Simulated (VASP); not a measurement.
# RbCl (Fm-3m) in VASP: settings compared, part 2 of 2

VASP 6.6.1.

### Step 3. Single point, PBEsol

This run uses another cell than the first one, of 35.09 Å³/atom.

Input file INCAR:

```
PREC = Accurate
ENCUT = 500
EDIFF = 1E-6
ISMEAR = -1
SIGMA = 0.02
LREAL = F
LASPH = T
NELM = 120
ALGO = Normal
ISIF = 2
LWAVE = F
LCHARG = T
GGA = PS
LELF = T
LVHAR = T
NBANDS = 15
GGA_COMPAT = F
```

Input file KPOINTS:

```
Automatic mesh
0
Gamma
  8 8 8
```

Input file POSCAR:

```
RbCl
1.0
    0.0000000000      3.2740000000      3.2740000000
    3.2740000000      0.0000000000      3.2740000000
    3.2740000000      3.2740000000      0.0000000000
Rb Cl
1 1
Direct
    0.0000000000      0.0000000000      0.0000000000
    0.5000000000      0.5000000000      0.5000000000
```

Potentials or basis: VASP PAW PBE potentials, release 64 (Rb_sv, Cl).

Command:

```console
$ cat potpaw_PBE.64/Rb_sv/POTCAR potpaw_PBE.64/Cl/POTCAR > POTCAR
$ mpirun -np 1 vasp_std > vasp.out
```

OUTCAR:

```text
PREC = Accurate
   ENCUT = 500
   EDIFF = 1E-6
   ISMEAR = -1
   LREAL = F
   LASPH = T
   NELM = 120
   ISIF = 2
   GGA = PS

 ion  position               nearest neighbor table
   1  0.000  0.000  0.000-   2 3.27   2 3.27   2 3.27   2 3.27   2 3.27   2 3.27
   2  0.500  0.500  0.500-   1 3.27   1 3.27   1 3.27   1 3.27   1 3.27   1 3.27

  LATTYP: Found a face centered cubic cell.
 ALAT       =     6.5480000000

  Lattice vectors:

 A1 = (   0.0000000000,   3.2740000000,   3.2740000000)
 A2 = (   3.2740000000,   0.0000000000,   3.2740000000)
 A3 = (   3.2740000000,   3.2740000000,   0.0000000000)

Analysis of symmetry for initial positions (statically):
=====================================================================
 Subroutine PRICEL returns:
 Original cell was already a primitive cell.

 Routine SETGRP: Setting up the symmetry group for a
 face centered cubic supercell.

 Subroutine GETGRP returns: Found 48 space group operations
 (whereof 48 operations were pure point group operations)
 out of a pool of 48 trial point group operations.

The static configuration has the point symmetry O_h .

[... 175 lines left out ...]
      7      -1.8941      2.00000
      8      -1.8941      2.00000
      9       2.9932      0.00000
     10       6.0188      0.00000
     11       6.0188      0.00000
     12       6.0188      0.00000
     13       7.0098      0.00000
     14       7.0098      0.00000
[... 401 lines left out ...]
      2     -13.9047      2.00000
      3      -9.9016      2.00000
      4      -9.8872      2.00000
      5      -9.7852      2.00000
      6      -2.5787      2.00000
      7      -2.2070      2.00000
      8      -2.1974      2.00000
      9       5.7363      0.00000
     10       5.8844      0.00000
     11       7.8103      0.00000
     12       7.9918      0.00000
     13       8.8121      0.00000
     14       9.8449      0.00000
     15       9.9223      0.00000

 [... further k-points ...]

------------------------ aborting loop because EDIFF is reached ----------------------------------------

  FORCE on cell =-STRESS in cart. coord.  units (eV):
  Direction    XX          YY          ZZ          XY          YZ          ZX
  --------------------------------------------------------------------------------------
  -------------------------------------------------------------------------------------
  Total       -0.0106113     -0.0106113     -0.0106113     -0.0000000      0.0000000     -0.0000000
  in kB       -0.2422215     -0.2422215     -0.2422215     -0.0000000      0.0000000     -0.0000000
  external PRESSURE =      -0.2422215 kB  Pullay stress =       0.0000000 kB

 VOLUME and BASIS-vectors are now :
 -----------------------------------------------------------------------------
  energy-cutoff  :      500.00
  volume of cell :       70.19
      direct lattice vectors                 reciprocal lattice vectors
     0.000000000  3.274000000  3.274000000    -0.152718387  0.152718387  0.152718387
     3.274000000  0.000000000  3.274000000     0.152718387 -0.152718387  0.152718387
     3.274000000  3.274000000  0.000000000     0.152718387  0.152718387 -0.152718387

 POSITION                                       TOTAL-FORCE (eV/Angst)
 -----------------------------------------------------------------------------------
      0.00000      0.00000      0.00000        -0.000000      0.000000      0.000000
      3.27400      3.27400      3.27400         0.000000     -0.000000     -0.000000
 -----------------------------------------------------------------------------------
    total drift:                                0.000000      0.000000      0.000000

  FREE ENERGIE OF THE ION-ELECTRON SYSTEM (eV)
  ---------------------------------------------------
  free  energy   TOTEN  =        -6.8945318603 eV

  energy  without entropy=       -6.8945318603  energy(sigma->0) =       -6.89453186
```

It took 22 s on 1 thread of AMD EPYC 9R45 (Zen 5), shared host; peak memory 0.18 GiB.

Results:

- Free energy: -6.8945 eV
- Pressure: 0.0 GPa
- Band gap on the k mesh: 4.89 eV

Caveat: the PAW data sets were made with another functional, which shifts forces and pressure a little. A k mesh can miss the band edges.

### Step 4. Single point, PBE

This run uses another cell than the first one, of 37.57 Å³/atom.

Input file INCAR:

```
SYSTEM = RbCl
  PREC = Accurate
  ENCUT = 500
  EDIFF = 1E-6
  ISMEAR = -1
  SIGMA = 0.02
  LREAL = .False.
  LASPH = .True.
  NELM = 120
  ALGO = Normal
  ISIF = 2
  LWAVE = .False.
  LCHARG = .False.
  GGA = PE
  NBANDS = 15
  GGA_COMPAT = .False.
```

Input file KPOINTS:

```
Automatic mesh
0
Gamma
  8 8 8
  0 0 0
```

Input file POSCAR:

```
RbCl
1.0
    0.0000000000      3.3491246387      3.3491246387
    3.3491246387      0.0000000000      3.3491246387
    3.3491246387      3.3491246387      0.0000000000
Rb Cl
1 1
Direct
    0.0000000000      0.0000000000      0.0000000000
    0.5000000000      0.5000000000      0.5000000000
```

Command:

```console
$ cat potpaw_PBE.64/Rb_sv/POTCAR potpaw_PBE.64/Cl/POTCAR > POTCAR
$ mpirun -np 1 vasp_std > vasp.out
```

It took 20 s on 1 thread of AMD EPYC 9R45 (Zen 5), shared host; peak memory 0.18 GiB.

It converged, with:

```
Free energy            : -6.6758 eV
Pressure               : 0.0 GPa
Band gap on the k mesh : 4.83 eV
```

Levels at points of the mesh, in eV from the valence-band top:
```tsv
k point	band 6	band 7	band 8	band 9	band 10	band 11
(0.00, 0.00, 0.00)	0.00	0.00	0.00	4.83	7.95	7.95
(0.50, 0.00, 0.00)	-0.79	-0.30	-0.30	7.57	7.78	9.96
(0.50, 0.50, 0.00)	-0.32	-0.10	-0.10	6.24	7.83	9.42
```

A k mesh can miss the band edges.

### Step 5. Single point, r2SCAN

This run uses another cell than the first one, of 36.15 Å³/atom.

Input file POSCAR:

```
RbCl
1.0
    0.0000000000      3.3064195267      3.3064195267
    3.3064195267      0.0000000000      3.3064195267
    3.3064195267      3.3064195267      0.0000000000
Rb Cl
1 1
Direct
    0.0000000000      0.0000000000      0.0000000000
    0.5000000000      0.5000000000      0.5000000000
```

Input file INCAR.step1:

```
ALGO = Normal ; EDIFF = 1E-5
ENCUT = 550 ; GGA = PE
GGA_COMPAT = False ; ISMEAR = -1
LASPH = True ; LCHARG = False
LREAL = False ; LWAVE = True
NBANDS = 15 ; NELM = 120
PREC = Accurate ; SIGMA = 0.02
```

Input file INCAR.step2:

```
ALGO = Normal ; EDIFF = 1E-6
ENCUT = 550 ; GGA_COMPAT = False
ISIF = 2 ; ISMEAR = -1
ISTART = 1 ; LASPH = True
LCHARG = False ; LMIXTAU = True
LREAL = False ; LWAVE = False
METAGGA = R2SCAN ; NBANDS = 15
NELM = 120 ; PREC = Accurate
SIGMA = 0.02
```

Input file KPOINTS:

```
k-points
0
Gamma
  8 8 8
```

Command:

```console
$ cat potpaw_PBE.64/Rb_sv/POTCAR potpaw_PBE.64/Cl/POTCAR > POTCAR
$ cp INCAR.step1 INCAR
$ mpirun -np 1 vasp_std > vasp.out
$ cp INCAR.step2 INCAR
$ mpirun -np 1 vasp_std > vasp.out
```

Wall time 96 s (1 thread of AMD EPYC 9R45 (Zen 5), shared host); peak memory 0.19 GiB.

The run converged. Its results:

* Free energy: -24.3857 eV
* Pressure: 0.0 GPa
* Band gap on the k mesh: 5.55 eV

Levels at points of the mesh, in eV from the valence-band top:
| k point | band 6 | band 7 | band 8 | band 9 | band 10 | band 11 |
| --- | --- | --- | --- | --- | --- | --- |
| (0.00, 0.00, 0.00) | 0.00 | 0.00 | 0.00 | 5.55 | 8.61 | 8.61 |
| (0.50, 0.00, 0.00) | -0.83 | -0.32 | -0.32 | 8.17 | 8.48 | 10.85 |
| (0.50, 0.50, 0.00) | -0.33 | -0.10 | -0.10 | 6.67 | 8.84 | 10.14 |

Caveat: the PAW data sets were made with another functional, which shifts forces and pressure a little. r2SCAN opens gaps a little over a GGA but as a rule still falls short of measured ones.

### Step 6. The runs side by side

```csv
level,potentials or basis,cell,cutoff (eV),gap on the mesh (eV),pressure (GPa)
LDA,"VASP PAW LDA potentials, release 64 (Rb_sv, Cl)","a = 4.509 Å, angles 60.0°, 2 atoms",500,4.86,0.0
PBEsol,"VASP PAW PBE potentials, release 64 (Rb_sv, Cl)","a = 4.630 Å, angles 60.0°, 2 atoms",500,4.89,0.0
PBE,"VASP PAW PBE potentials, release 64 (Rb_sv, Cl)","a = 4.736 Å, angles 60.0°, 2 atoms",500,4.83,0.0
r2SCAN,"VASP PAW PBE potentials, release 64 (Rb_sv, Cl)","a = 4.676 Å, angles 60.0°, 2 atoms",550,5.55,0.0
```

Alike in all rows: task single point; no spin polarisation; k mesh 8 × 8 × 8; smearing fermi-dirac 0.02 eV.

Caveats: the PAW data sets were made with another functional, which shifts forces and pressure a little (at least some runs).

Total energies depend on the potentials used, so only differences within one code and one set of settings carry meaning.
